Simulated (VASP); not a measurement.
# Ag (P6/mmm) in VASP: single point with PBE

Aim: the single point of Ag with PBE.

Everything below comes from runs of VASP 6.6.1. Logs are shortened: lines on timing, memory, paths and dates and some standing lists are left out, and cuts for length are marked.

**1. The cell of the first run**

The structure is hexagonal, space group P6/mmm (No. 191). The conventional cell has a = 2.778 Å, b = 2.778 Å, c = 4.809 Å, α = 90.00°, β = 90.00°, γ = 120.00°. Within 3.7 Å of Ag (site symmetry 6/mmm) lie 6 Ag at 2.78 Å.

**2. Single point, PBE**

Input file INCAR:

```
SYSTEM = Ag
PREC = Accurate
ENCUT = 500
EDIFF = 1E-6
ISMEAR = -1
SIGMA = 0.1
LREAL = .FALSE.
LASPH = .TRUE.
NELM = 120
ALGO = Normal
ISIF = 2
LWAVE = .FALSE.
LCHARG = .FALSE.
GGA = PE
NBANDS = 12
GGA_COMPAT = .FALSE.
```

Input file KPOINTS:

```
Automatic mesh
0
G
  10 10 5
  0 0 0
```

Input file POSCAR:

```
Ag
1.0
    2.7775880000      0.0000000000      0.0000000000
   -1.3887940000      2.4054620000      0.0000000000
    0.0000000000      0.0000000000      4.8086020000
Ag
1
Direct
    0.0000000000      0.0000000000      0.5000000000
```

Potentials or basis: VASP PAW PBE potentials, release 64 (Ag).

The run is started by

```console
$ cat potpaw_PBE.64/Ag/POTCAR > POTCAR
$ mpirun -np 1 vasp_std > vasp.out
```

OUTCAR:

```text
SYSTEM = Ag
   PREC = Accurate
   ENCUT = 500
   EDIFF = 1E-6
   ISMEAR = -1
   LREAL = .FALSE.
   LASPH = .TRUE.
   NELM = 120
   ISIF = 2
   GGA = PE

 ion  position               nearest neighbor table
   1  0.000  0.000  0.500-

  LATTYP: Found a hexagonal cell.
 ALAT       =     2.7775880000
 C/A-ratio  =     1.7312149966

  Lattice vectors:

 A1 = (   2.7775880000,   0.0000000000,   0.0000000000)
 A2 = (  -1.3887940000,   2.4054620000,   0.0000000000)
 A3 = (   0.0000000000,   0.0000000000,   4.8086020000)

Analysis of symmetry for initial positions (statically):
=====================================================================
 Subroutine PRICEL returns:
 Original cell was already a primitive cell.

 Routine SETGRP: Setting up the symmetry group for a
 hexagonal supercell.

 Subroutine GETGRP returns: Found 24 space group operations
 (whereof 24 operations were pure point group operations)
 out of a pool of 24 trial point group operations.

The static configuration has the point symmetry D_6h.

Analysis of symmetry for dynamics (positions and initial velocities):
=====================================================================
 Subroutine PRICEL returns:
 Original cell was already a primitive cell.

 Routine SETGRP: Setting up the symmetry group for a
 hexagonal supercell.

 Subroutine GETGRP returns: Found 24 space group operations
 (whereof 24 operations were pure point group operations)
 out of a pool of 24 trial point group operations.

The dynamic configuration has the point symmetry D_6h.

 Subroutine INISYM returns: Found 24 space group operations
 (whereof 24 operations are pure point group operations),
 and found     1 'primitive' translations

----------------------------------------------------------------------------------------

                                     Primitive cell

  volume of cell :      32.1281

  direct lattice vectors                    reciprocal lattice vectors
     2.777588000  0.000000000  0.000000000     0.360024597  0.207860278  0.000000000
    -1.388794000  2.405462000  0.000000000     0.000000000  0.415720556  0.000000000
     0.000000000  0.000000000  4.808602000     0.000000000  0.000000000  0.207960651

  length of vectors
     2.777588000  2.777588200  4.808602000     0.415720586  0.415720556  0.207960651

  position of ions in fractional coordinates (direct lattice)
     0.000000000  0.000000000  0.500000000

  ion indices of the primitive-cell ions
   primitive index   ion index
                 1           1

----------------------------------------------------------------------------------------

 KPOINTS: Automatic mesh

Automatic generation of k-mesh.
 Grid dimensions read from file:
 generate k-points for:   10   10    5

 Generating k-lattice:

  Cartesian coordinates                     Fractional coordinates (reciprocal lattice)
     0.036002460  0.020786028  0.000000000     0.100000000  0.000000000  0.000000000
     0.000000000  0.041572056  0.000000000     0.000000000  0.100000000  0.000000000
     0.000000000  0.000000000  0.041592130     0.000000000  0.000000000  0.200000000

  Length of vectors
     0.041572059  0.041572056  0.041592130

  Shift w.r.t. Gamma in fractional coordinates (k-lattice)
     0.000000000  0.000000000  0.000000000

 Subroutine IBZKPT returns following result:
 ===========================================

 Found     42 irreducible k-points:

 Following reciprocal coordinates:
            Coordinates               Weight
  0.000000  0.000000  0.000000      1.000000
  0.100000  0.000000  0.000000      6.000000
  0.200000  0.000000  0.000000      6.000000
  0.300000  0.000000  0.000000      6.000000
  0.400000  0.000000  0.000000      6.000000
  0.500000  0.000000  0.000000      3.000000
[... 16 lines left out ...]
  0.300000  0.100000  0.200000     24.000000
  0.400000  0.100000  0.200000     24.000000
 [... further k-points ...]
   k-points           NKPTS =     42   k-points in BZ     NKDIM =     42   number of bands    NBANDS=     12
   number of dos      NEDOS =    301   number of ions     NIONS =      1
   total plane-waves  NPLWV =  14400
   dimension x,y,z NGX =    20 NGY =   20 NGZ =   36
   dimension x,y,z NGXF=    40 NGYF=   40 NGZF=   72
   ions per type =               1
   NGX,Y,Z   is equivalent  to a cutoff of  11.97, 11.97, 12.45 a.u.
   NGXF,Y,Z  is equivalent  to a cutoff of  23.94, 23.94, 24.89 a.u.
 SYSTEM =  Ag
   PREC   = accura    normal or accurate (medium, high low for compatibility)
   ISTART =      0    job   : 0-new  1-cont  2-samecut
   ICHARG =      2    charge: 1-file 2-atom 10-const
   ISPIN  =      1    spin polarized calculation?
   LNONCOLLINEAR =      F non collinear calculations
   LSORBIT =      F    spin-orbit coupling
   LASPH  =      T    aspherical Exc in radial PAW
   ENCUT  =  500.0 eV  36.75 Ry    6.06 a.u.   5.06  5.06  8.77*2*pi/ulx,y,z
   NELM   =    120;   NELMIN=  2; NELMDL= -5     # of ELM steps
   EDIFF  = 0.1E-05   stopping-criterion for ELM
   LREAL  =      F    real-space projection
   EDIFFG = 0.1E-04   stopping-criterion for IOM
   NSW    =      0    number of steps for IOM
   IBRION =     -1    ionic relax: 0-MD 1-quasi-New 2-CG
   NFREE  =      0    steps in history (QN), initial steepest desc. (CG)
   ISIF   =      2    stress and relaxation
   ISYM   =      2    0-nonsym 1-usesym 2-fastsym
   POTIM  = 0.5000    time-step for ionic-motion
   TEBEG  =    0.0;   TEEND  =   0.0 temperature during run
   PSTRESS=    0.0 pullay stress
   NELECT =      11.0000    total number of electrons
   NUPDOWN=      -1.0000    fix difference up-down
   EMIN   =  10.00;   EMAX   =-10.00  energy-range for DOS
   EFERMI =   0.00;   METHOD = LEGACY
   ISMEAR =    -1;   SIGMA  =   0.10  broadening in eV -4-tet -1-fermi 0-gaus
   EFERMI_NEDOS =   21; number of points for ismear=-14 and -15
   IALGO  =     38    algorithm
   IMIX   =      4    mixing-type and parameters
     AMIX     =   0.40;   BMIX     =  1.00
     AMIX_MAG =   1.60;   BMIX_MAG =  1.00
  volume/ion in A,a.u.               =      32.13       216.81
  Fermi-wavevector in a.u.,A,eV,Ry     =   1.145277  2.164260 17.846221  1.311660
  Thomas-Fermi vector in A             =   2.281966
   LORBIT       =      0    0 simple, 1 ext, 2 COOP (PROOUT), +10 PAW based schemes
   GGA     = PE    functional components
   LHFCALC =     F    Hartree Fock is set to
   AEXX    =    0.0000 exact exchange contribution
   IVDW    =     0    specifies the selected vdW correction
   LEPSILON=     F    determine dielectric tensor
   LRPA    =     F    only Hartree local field effects (RPA)
 non-spin polarized calculation
  energy-cutoff  :      500.00
  volume of cell :       32.13
 maximum number of plane-waves:       833
   NGX = 11   NGY = 11   NGZ = 17

 number of electron      10.9999995 magnetization

 Free energy of the ion-electron system (eV)
  ---------------------------------------------------
  ext. energy  EPLUGINS =         0.00000000
  ---------------------------------------------------
  free energy    TOTEN  =        -2.22608185 eV

  energy without entropy =       -2.20968488  energy(sigma->0) =       -2.21788337

 E-fermi :   2.0819     XC(G=0):  -8.1976

 val. band max:        2.0687121817   @ k =   0.2000   0.2000   0.4000
 cond. band min:       2.1447953071   @ k =   0.3000   0.1000   0.4000
 fundamental gap:      0.0760831254
 Fermi energy:         2.0819226093

 k-point     1 :       0.0000    0.0000    0.0000
  band No.  band energies     occupation
      1      -3.7920      2.00000
      2      -1.9485      2.00000
      3      -1.9485      2.00000
      4      -1.3837      2.00000
      5      -0.5775      2.00000
      6      -0.5775      2.00000
      7       4.8500      0.00000
      8       8.6300      0.00000
      9      20.2224      0.00000
     10      23.6404      0.00000
     11      24.9236      0.00000
     12      24.9236      0.00000

 k-point     2 :       0.1000    0.0000    0.0000
  band No.  band energies     occupation
      1      -3.5129      2.00000
      2      -2.0408      2.00000
      3      -1.7806      2.00000
      4      -1.2590      2.00000
      5      -0.8268      2.00000
      6      -0.6111      2.00000
      7       5.3319      0.00000
      8       8.8176      0.00000
      9      19.8486      0.00000
     10      22.4639      0.00000
     11      23.2940      0.00000
     12      23.9067      0.00000

 k-point     3 :       0.2000    0.0000    0.0000
  band No.  band energies     occupation
      1      -3.0098      2.00000
      2      -2.0274      2.00000
      3      -1.3616      2.00000
      4      -1.3185      2.00000
      5      -0.8184      2.00000
      6      -0.6981      2.00000
      7       6.5631      0.00000
      8       9.3908      0.00000
      9      16.8150      0.00000
     10      21.0566      0.00000
     11      21.6638      0.00000
     12      22.2250      0.00000
[... 286 lines left out ...]
 k-point    23 :       0.3000    0.1000    0.2000
  band No.  band energies     occupation
      1      -3.0600      2.00000
      2      -2.0867      2.00000
      3      -1.3299      2.00000
      4      -0.9529      2.00000
      5      -0.5986      2.00000
      6       1.8877      1.74917
      7       7.9253      0.00000
      8      11.4120      0.00000
      9      13.2162      0.00000
     10      16.3391      0.00000
     11      16.5247      0.00000
     12      20.3525      0.00000

 k-point    24 :       0.4000    0.1000    0.2000
  band No.  band energies     occupation
      1      -3.2601      2.00000
      2      -2.2950      2.00000
      3      -1.0350      2.00000
      4      -0.9248      2.00000
      5      -0.3179      2.00000
      6       4.1053      0.00000
      7       8.0247      0.00000
      8       9.9898      0.00000
      9      12.8582      0.00000
     10      15.5483      0.00000
     11      16.0380      0.00000
     12      18.1852      0.00000

 [... further k-points ...]

------------------------ aborting loop because EDIFF is reached ----------------------------------------

  FORCE on cell =-STRESS in cart. coord.  units (eV):
  Direction    XX          YY          ZZ          XY          YZ          ZX
  --------------------------------------------------------------------------------------
  -------------------------------------------------------------------------------------
  Total        0.2303833      0.2303833     -0.1361495     -0.0000000      0.0000000     -0.0000000
  in kB       11.4888464     11.4888486     -6.7895560     -0.0000000      0.0000000     -0.0000000
  external PRESSURE =       5.3960463 kB  Pullay stress =       0.0000000 kB

 VOLUME and BASIS-vectors are now :
 -----------------------------------------------------------------------------
  energy-cutoff  :      500.00
  volume of cell :       32.13
      direct lattice vectors                 reciprocal lattice vectors
     2.777588000  0.000000000  0.000000000     0.360024597  0.207860278  0.000000000
    -1.388794000  2.405462000  0.000000000     0.000000000  0.415720556  0.000000000
     0.000000000  0.000000000  4.808602000     0.000000000  0.000000000  0.207960651

 POSITION                                       TOTAL-FORCE (eV/Angst)
 -----------------------------------------------------------------------------------
      0.00000      0.00000      2.40430         0.000000      0.000000      0.000000
 -----------------------------------------------------------------------------------
    total drift:                               -0.000000      0.000000      0.000000

  FREE ENERGIE OF THE ION-ELECTRON SYSTEM (eV)
  ---------------------------------------------------
  free  energy   TOTEN  =        -2.2260818549 eV

  energy  without entropy=       -2.2096848844  energy(sigma->0) =       -2.21788337
```

Run time: 7.1 s. Hardware: 1 thread of AMD EPYC 9R45 (Zen 5), shared host; peak memory 0.11 GiB.

Results:

* Free energy: -2.2261 eV
* Pressure: 0.5 GPa
